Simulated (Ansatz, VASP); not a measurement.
# CuO: VASP beside Ansatz

```
CELL_PARAMETERS angstrom
2.34185 -1.71130 0.00000
2.34185 1.71130 0.00000
-0.85003 0.00000 5.05787
ATOMIC_POSITIONS crystal
Cu 0.50000 0.00000 0.50000
Cu 0.00000 0.50000 0.00000
O 0.41840 0.58160 0.75000
O 0.58160 0.41840 0.25000
```

Alike in both runs: task single point; functional PBE-based screened hybrid; k mesh 6 × 6 × 3; occupations fermi-dirac, width 0.05 eV; no spin polarisation.

|  | VASP | Ansatz |
| --- | --- | --- |
| version | VASP 6.6.1 | Ansatz 0.2.0 |
| potentials or method | VASP PAW PBE potentials, release 64 (Cu, O) | Ansatz PAW |
| plane-wave cutoff (eV) | 520 | 420 |
| valence electrons in the cell | 34 | 50 |

Ansatz gave:

```
gap on the k mesh at the Fermi level (eV)                     : none
pressure (GPa)                                                : -5.1
traceless stress, the component that is largest in VASP (GPa) : -2.42
rms of the force components (eV/Å)                            : 0.095
```

Question: What did VASP give for the same quantities?

Answer: gap on the k mesh at the Fermi level (eV): none; pressure (GPa): -4.0; traceless stress, the component that is largest in VASP (GPa): -2.10; rms of the force components (eV/Å): 0.082.

VASP's potentials were made for PBE, not for PBE-based screened hybrid. Atom by atom the forces differ by 0.013 eV/Å (rms over components). A gap of «none» marks a metal or a gap that the smearing closes. VASP's potentials hold 34 valence electrons a cell and Ansatz's 50, so a difference there can come from the potentials and not from the codes.

The k mesh is coarse, so the values compare programs but aren't converged.
